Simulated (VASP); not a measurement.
# S (Pmn2_1) in VASP: single point with PBE+D3(BJ)

Aim: the single point of S with PBE+D3(BJ).

Everything below comes from runs of VASP 6.6.1. Logs are shortened: lines on timing, memory, paths and dates and some standing lists are left out, and cuts for length are marked.

### 1 The cell of the first run

It takes space group Pmn2_1 (No. 31, orthorhombic). The conventional cell has a = 2.960 Å, b = 16.953 Å, c = 5.476 Å, α = 90.00°, β = 90.00°, γ = 90.00°. Within 2.5 Å of S (site symmetry m) lie 1 S at 1.90 Å. Within 2.5 Å of S (site symmetry m) lie 1 S at 1.90 Å. S (site symmetry m) has 1 S at 1.90 Å within 2.5 Å. Within 2.5 Å of S (site symmetry m) lie 1 S at 1.90 Å.

### 2 Single point, PBE+D3(BJ)

File INCAR:

```
SYSTEM = S
PREC     = Accurate       ! precision mode
ENCUT    = 520            ! plane-wave cutoff, eV
EDIFF    = 1E-6           ! SCF threshold, eV
ISMEAR   = 0              ! smearing method
SIGMA    = 0.15           ! smearing width, eV
LREAL    = .FALSE.        ! projectors in reciprocal space
LASPH    = .TRUE.         ! aspherical terms in the spheres
NELM     = 60             ! most SCF steps
ALGO     = Normal         ! electronic algorithm
ISIF     = 2              ! what is computed and relaxed
LWAVE    = .FALSE.        ! write WAVECAR
LCHARG   = .FALSE.        ! write CHGCAR
GGA      = PE             ! functional
IVDW     = 12             ! dispersion correction
NBANDS   = 34             ! bands
```

File KPOINTS:

```
Automatic mesh
0
G
  9 16 5
  0 0 0
```

File POSCAR:

```
S
1.0
    0.0000000000     -5.4762743414      0.0000000000
    0.0000000000      0.0000000000     -2.9602546931
   16.9525486828      0.0000000000      0.0000000000
S
8
Direct
    0.1226657981      0.5000000000      0.2026511917
    0.1226657981      0.5000000000      0.5256866505
    0.8773342019      0.5000000000      0.6049374553
    0.8773342019      0.5000000000      0.2819019965
    0.3773342019      0.0000000000      0.0411334623
    0.3773342019      0.0000000000      0.3641689211
    0.6226657981      0.0000000000      0.1203842671
    0.6226657981      0.0000000000      0.4434197259
```

Potentials or basis: VASP PAW PBE potentials, release 64 (S).

Run with:

```bash
$ cat potpaw_PBE.64/S/POTCAR > POTCAR
$ mpirun -np 1 vasp_std > vasp.out
```

OUTCAR:

```text
SYSTEM = S
   PREC = Accurate
   ENCUT = 520
   EDIFF = 1E-6
   ISMEAR = 0
   LREAL = .FALSE.
   LASPH = .TRUE.
   NELM = 60
   ISIF = 2
   GGA = PE
   IVDW = 12
 IVDW          = 12

 ion  position               nearest neighbor table
   1  0.123  0.500  0.203-   4 1.90
   2  0.123  0.500  0.526-   3 1.90
   3  0.877  0.500  0.605-   2 1.90
   4  0.877  0.500  0.282-   1 1.90
   5  0.377  0.000  0.041-   7 1.90
   6  0.377  0.000  0.364-   8 1.90
   7  0.623  0.000  0.120-   5 1.90
   8  0.623  0.000  0.443-   6 1.90

  LATTYP: Found a simple orthorhombic cell.
 ALAT       =     2.9602546931
 B/A-ratio  =     1.8499335054
 C/A-ratio  =     5.7267196374

  Lattice vectors:

 A1 = (   0.0000000000,   0.0000000000,   2.9602546931)
 A2 = (   0.0000000000,  -5.4762743414,   0.0000000000)
 A3 = (  16.9525486828,   0.0000000000,   0.0000000000)

Analysis of symmetry for initial positions (statically):
=====================================================================
 Subroutine PRICEL returns:
 Original cell was already a primitive cell.

 Routine SETGRP: Setting up the symmetry group for a
 simple orthorhombic supercell.

 Subroutine GETGRP returns: Found  4 space group operations
 (whereof  2 operations were pure point group operations)
 out of a pool of  8 trial point group operations.

The static configuration has the point symmetry C_1h.
 The point group associated with its full space group is C_2v.

Analysis of symmetry for dynamics (positions and initial velocities):
=====================================================================
 Subroutine PRICEL returns:
 Original cell was already a primitive cell.

 Routine SETGRP: Setting up the symmetry group for a
 simple orthorhombic supercell.

 Subroutine GETGRP returns: Found  4 space group operations
 (whereof  2 operations were pure point group operations)
 out of a pool of  8 trial point group operations.

The dynamic configuration has the point symmetry C_1h.
 The point group associated with its full space group is C_2v.

 Subroutine INISYM returns: Found  4 space group operations
 (whereof  2 operations are pure point group operations),
 and found     1 'primitive' translations

----------------------------------------------------------------------------------------

                                     Primitive cell

  volume of cell :     274.8206

  direct lattice vectors                    reciprocal lattice vectors
     0.000000000 -5.476274341  0.000000000     0.000000000 -0.182605899  0.000000000
     0.000000000  0.000000000 -2.960254693     0.000000000  0.000000000 -0.337808771
    16.952548683  0.000000000  0.000000000     0.058988180  0.000000000  0.000000000

  length of vectors
     5.476274341  2.960254693 16.952548683     0.182605899  0.337808771  0.058988180

  position of ions in fractional coordinates (direct lattice)
     0.122665798  0.500000000  0.202651192
     0.122665798  0.500000000  0.525686650
     0.877334202  0.500000000  0.604937455
     0.877334202  0.500000000  0.281901996
     0.377334202  0.000000000  0.041133462
     0.377334202  0.000000000  0.364168921
     0.622665798  0.000000000  0.120384267
     0.622665798  0.000000000  0.443419726

  ion indices of the primitive-cell ions
   primitive index   ion index
                 1           1
                 2           2
                 3           3
                 4           4
                 5           5
                 6           6
                 7           7
                 8           8

----------------------------------------------------------------------------------------

 KPOINTS: Automatic mesh

Automatic generation of k-mesh.
 Grid dimensions read from file:
 generate k-points for:    9   16    5

 Generating k-lattice:

  Cartesian coordinates                     Fractional coordinates (reciprocal lattice)
     0.000000000 -0.020289544  0.000000000     0.111111111  0.000000000  0.000000000
     0.000000000  0.000000000 -0.021113048     0.000000000  0.062500000  0.000000000
     0.011797636  0.000000000  0.000000000     0.000000000  0.000000000  0.200000000

  Length of vectors
     0.020289544  0.021113048  0.011797636

  Shift w.r.t. Gamma in fractional coordinates (k-lattice)
     0.000000000  0.000000000  0.000000000

 Subroutine IBZKPT returns following result:
 ===========================================

 Found    135 irreducible k-points:

 Following reciprocal coordinates:
            Coordinates               Weight
  0.000000  0.000000  0.000000      1.000000
  0.111111  0.000000  0.000000      2.000000
  0.222222  0.000000  0.000000      2.000000
  0.333333  0.000000  0.000000      2.000000
  0.444444  0.000000  0.000000      2.000000
  0.000000  0.062500  0.000000      2.000000
[... 16 lines left out ...]
  0.222222  0.250000  0.000000      4.000000
  0.333333  0.250000  0.000000      4.000000
 [... further k-points ...]
   k-points           NKPTS =    135   k-points in BZ     NKDIM =    135   number of bands    NBANDS=     34
   number of dos      NEDOS =    301   number of ions     NIONS =      8
   total plane-waves  NPLWV = 127008
   dimension x,y,z NGX =    42 NGY =   24 NGZ =  126
   dimension x,y,z NGXF=    84 NGYF=   48 NGZF=  252
   ions per type =               8
   NGX,Y,Z   is equivalent  to a cutoff of  12.75, 13.48, 12.36 a.u.
   NGXF,Y,Z  is equivalent  to a cutoff of  25.50, 26.96, 24.71 a.u.
 SYSTEM =  S
   PREC   = accura    normal or accurate (medium, high low for compatibility)
   ISTART =      0    job   : 0-new  1-cont  2-samecut
   ICHARG =      2    charge: 1-file 2-atom 10-const
   ISPIN  =      1    spin polarized calculation?
   LNONCOLLINEAR =      F non collinear calculations
   LSORBIT =      F    spin-orbit coupling
   LASPH  =      T    aspherical Exc in radial PAW
   ENCUT  =  520.0 eV  38.22 Ry    6.18 a.u.  10.18  5.50 31.52*2*pi/ulx,y,z
   NELM   =     60;   NELMIN=  2; NELMDL= -5     # of ELM steps
   EDIFF  = 0.1E-05   stopping-criterion for ELM
   LREAL  =      F    real-space projection
   EDIFFG = 0.1E-04   stopping-criterion for IOM
   NSW    =      0    number of steps for IOM
   IBRION =     -1    ionic relax: 0-MD 1-quasi-New 2-CG
   NFREE  =      0    steps in history (QN), initial steepest desc. (CG)
   ISIF   =      2    stress and relaxation
   ISYM   =      2    0-nonsym 1-usesym 2-fastsym
   POTIM  = 0.5000    time-step for ionic-motion
   TEBEG  =    0.0;   TEEND  =   0.0 temperature during run
   PSTRESS=    0.0 pullay stress
   NELECT =      48.0000    total number of electrons
   NUPDOWN=      -1.0000    fix difference up-down
   EMIN   =  10.00;   EMAX   =-10.00  energy-range for DOS
   EFERMI =   0.00;   METHOD = LEGACY
   ISMEAR =     0;   SIGMA  =   0.15  broadening in eV -4-tet -1-fermi 0-gaus
   EFERMI_NEDOS =   21; number of points for ismear=-14 and -15
   IALGO  =     38    algorithm
   IMIX   =      4    mixing-type and parameters
     AMIX     =   0.40;   BMIX     =  1.00
     AMIX_MAG =   1.60;   BMIX_MAG =  1.00
  volume/ion in A,a.u.               =      34.35       231.82
  Fermi-wavevector in a.u.,A,eV,Ry     =   0.915108  1.729303 11.393816  0.837422
  Thomas-Fermi vector in A             =   2.039811
   LORBIT       =      0    0 simple, 1 ext, 2 COOP (PROOUT), +10 PAW based schemes
   GGA     = PE    functional components
   LHFCALC =     F    Hartree Fock is set to
   AEXX    =    0.0000 exact exchange contribution
   IVDW    =    12    specifies the selected vdW correction
   LEPSILON=     F    determine dielectric tensor
   LRPA    =     F    only Hartree local field effects (RPA)
 non-spin polarized calculation
 Gauss-broadening in eV      SIGMA  =   0.15
  energy-cutoff  :      520.00
  volume of cell :      274.82
 maximum number of plane-waves:      7450
 NGX is ok and might be reduce to    42
   NGX = 21   NGY = 11   NGZ = 63

 number of electron      48.0000003 magnetization

 Free energy of the ion-electron system (eV)
  ---------------------------------------------------
  ext. energy  EPLUGINS =         0.00000000
  ---------------------------------------------------
  free energy    TOTEN  =       -30.14366238 eV

  energy without entropy =      -30.06296597  energy(sigma->0) =      -30.10331418

 E-fermi :   0.5144     XC(G=0):  -6.6126

 val. band max:        0.5127767428   @ k =   0.2222   0.2500   0.0000
 cond. band min:       0.5185122074   @ k =   0.1111   0.2500   0.0000
 fundamental gap:      0.0057354646
 Fermi energy:         0.5143684516

 k-point     1 :       0.0000    0.0000    0.0000
  band No.  band energies     occupation
      1     -15.9218      2.00000
      2     -15.7011      2.00000
      3     -15.4477      2.00000
      4     -15.2700      2.00000
      5     -10.2836      2.00000
      6     -10.2823      2.00000
[... 26 lines left out ...]
     33       5.3521      0.00000
     34       6.5021      0.00000

 k-point     2 :       0.1111    0.0000    0.0000
  band No.  band energies     occupation
      1     -15.9032      2.00000
      2     -15.6916      2.00000
      3     -15.4526      2.00000
      4     -15.2899      2.00000
      5     -10.3010      2.00000
      6     -10.2998      2.00000
[... 26 lines left out ...]
     33       5.4632      0.00000
     34       6.2569      0.00000

 k-point     3 :       0.2222    0.0000    0.0000
  band No.  band energies     occupation
      1     -15.8491      2.00000
      2     -15.6650      2.00000
      3     -15.4676      2.00000
      4     -15.3470      2.00000
      5     -10.3410      2.00000
      6     -10.3397      2.00000
[... 26 lines left out ...]
     33       5.6035      0.00000
     34       6.0897      0.00000
[... 704 lines left out ...]
 k-point    23 :       0.2222    0.2500    0.0000
  band No.  band energies     occupation
      1     -15.3389      2.00000
      2     -15.1861      2.00000
      3     -15.0274      2.00000
      4     -14.9369      2.00000
      5      -9.7712      2.00000
      6      -9.7703      2.00000
[... 26 lines left out ...]
     33       6.2802      0.00000
     34       6.7302      0.00000

 k-point    24 :       0.3333    0.2500    0.0000
  band No.  band energies     occupation
      1     -15.2709      2.00000
      2     -15.1561      2.00000
      3     -15.0472      2.00000
      4     -15.0032      2.00000
      5      -9.8045      2.00000
      6      -9.8042      2.00000
[... 26 lines left out ...]
     33       6.4055      0.00000
     34       6.7955      0.00000

 [... further k-points ...]

------------------------ aborting loop because EDIFF is reached ----------------------------------------

 Edisp (eV)   -1.75231

 E8    (eV) :    -0.6472

  FORCE on cell =-STRESS in cart. coord.  units (eV):
  Direction    XX          YY          ZZ          XY          YZ          ZX
  --------------------------------------------------------------------------------------
  -------------------------------------------------------------------------------------
  Total      -0.90904    -1.40521     0.38296     0.00000     0.00000     0.00000
  in kB      -5.29964    -8.19226     2.23264     0.00000     0.00000     0.00000
  external pressure =       -3.75 kB  Pullay stress =        0.00 kB

 VOLUME and BASIS-vectors are now :
 -----------------------------------------------------------------------------
  energy-cutoff  :      520.00
  volume of cell :      274.82
      direct lattice vectors                 reciprocal lattice vectors
     0.000000000 -5.476274341  0.000000000     0.000000000 -0.182605899  0.000000000
     0.000000000  0.000000000 -2.960254693     0.000000000  0.000000000 -0.337808771
    16.952548683  0.000000000  0.000000000     0.058988180  0.000000000  0.000000000

 POSITION                                       TOTAL-FORCE (eV/Angst)
 -----------------------------------------------------------------------------------
      3.43545     -0.67175     -1.48013         0.152880      0.203544      0.000000
      8.91173     -0.67175     -1.48013         0.189488      0.137747      0.000000
     10.25523     -4.80452     -1.48013        -0.177903     -0.170231      0.000000
      4.77896     -4.80452     -1.48013        -0.171858     -0.171059      0.000000
      0.69732     -2.06639      0.00000         0.177903     -0.170231      0.000000
      6.17359     -2.06639      0.00000         0.171858     -0.171059      0.000000
      2.04082     -3.40989      0.00000        -0.189488      0.137747      0.000000
      7.51709     -3.40989      0.00000        -0.152880      0.203544      0.000000
 -----------------------------------------------------------------------------------
    total drift:                                0.000008      0.000000      0.000000

  FREE ENERGIE OF THE ION-ELECTRON SYSTEM (eV)
  ---------------------------------------------------
  free  energy   TOTEN  =       -31.8959740576 eV

  energy  without entropy=      -31.8152776459  energy(sigma->0) =      -31.85562585
```

Wall time 19 min (1 thread of Intel Xeon 6975P-C, shared host); peak memory 0.9 GiB.

What came out:

- Free energy: -31.8960 eV
- Pressure: -0.4 GPa
- Largest force: 0.255 eV/Å
- Band gap on the k mesh: zero (band 24 reaches 1.39 eV, above the bottom of band 25 at -0.27 eV)
- Dispersion energy per atom: -0.219 eV

Forces on the atoms (eV/Å):
```
S    0.153  0.204  0.000
S    0.189  0.138  0.000
S   -0.178 -0.170  0.000
S   -0.172 -0.171  0.000
S    0.178 -0.170  0.000
S    0.172 -0.171  0.000
S   -0.189  0.138  0.000
S   -0.153  0.204  0.000
```

Levels at points of the mesh, in eV from the Fermi level:
```tsv
k point	band 20	band 21	band 22	band 23	band 24	band 25	band 26	band 27	band 28	band 29
(0.00, 0.00, 0.00)	-0.91	-0.68	-0.52	-0.14	0.84	2.66	2.66	2.71	2.71	3.26
(0.00, 0.50, 0.00)	-3.13	-2.15	-2.15	-1.83	-1.83	0.05	0.05	0.33	0.33	4.15
```

Caveat: pairwise dispersion overbinds metals, which lowers pressure and volume.
